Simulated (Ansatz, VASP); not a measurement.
**One calculation of H, two programs**

The input INCAR:

```
SYSTEM = H
PREC     = Accurate       ! precision mode
ENCUT    = 520            ! plane-wave cutoff, eV
EDIFF    = 1E-6           ! SCF threshold, eV
ISMEAR   = 0              ! smearing method
SIGMA    = 0.05           ! smearing width, eV
LREAL    = .FALSE.        ! projectors in reciprocal space
LASPH    = .TRUE.         ! aspherical terms in the spheres
NELM     = 150            ! most SCF steps
ALGO     = Normal         ! electronic algorithm
ISIF     = 2              ! what is computed and relaxed
LWAVE    = .FALSE.        ! write WAVECAR
LCHARG   = .TRUE.         ! write CHGCAR
ISPIN    = 2              ! spin polarisation
MAGMOM   = 1.05 1.05      ! initial moments
LORBIT   = 11             ! projections on sites
GGA      = PE             ! functional
LELF     = .TRUE.         ! ELF
LVHAR    = .TRUE.       
NBANDS   = 12             ! bands
```

Contents of KPOINTS:

```
Automatic mesh
0
G
  6 6 6
  0 0 0
```

POSCAR

```
H
1.0
    5.5656000000      0.0000000000      0.0000000000
   -2.7828000000      4.8199509873      0.0000000000
    0.0000000000      0.0000000000      4.2805878382
H
2
Direct
    0.3333333333      0.6666666667      0.2500000000
    0.6666666667      0.3333333333      0.7500000000
```

Input for Ansatz:

```yaml
crystal:
  lattice:
    - [5.5656, 0.0, 0.0]
    - [-2.7828, 4.8199509873, 0.0]
    - [0.0, 0.0, 4.2805878382]
  atoms:
    - { symbol: H, position: [0.3333333333, 0.6666666667, 0.25], spin: 1.05 }
    - { symbol: H, position: [0.6666666667, 0.3333333333, 0.75], spin: 1.05 }
basis:
  ecutwfc: 520.0
kpoints:
  mp_grid: { grid: [6, 6, 6] }
hamiltonian:
  xc: pbe
scf:
  occupations: { method: gaussian, width: 0.05 }
output:
  forces: true
  stress: true
  eigenvalues: true
  populations: true
magnetization:
  spin_polarized: true
```

Alike in both runs: task single point; functional PBE; k mesh 6 × 6 × 6; occupations gaussian, width 0.05 eV; collinear spin.

|  | VASP | Ansatz |
| --- | --- | --- |
| version | VASP 6.6.1 | Ansatz 0.2.0 |
| potentials or method | VASP PAW PBE potentials, release 64 (H), cutoff 520 eV | scalar-relativistic, plane waves, PAW |
| valence electrons in the cell | 2 | 2 |

VASP gave:

- gap on the k mesh at the Fermi level (eV): 6.78
- least direct gap on the mesh (eV): 7.21
- pressure (GPa): 0.0
- net moment per atom (μB): 1.00
- size of the moment on the site where the two differ most (μB): 0.38

Q: Which values does Ansatz return?

A: gap on the k mesh at the Fermi level (eV): 6.78; least direct gap on the mesh (eV): 7.21; pressure (GPa): 0.0; net moment per atom (μB): 1.00; size of the moment on the site where the two differ most (μB): 0.95.

Site moments also hang on the region over which each program counts them. Ansatz's warnings: nearly empty spin channel levels not settled, published levels not confirmed.
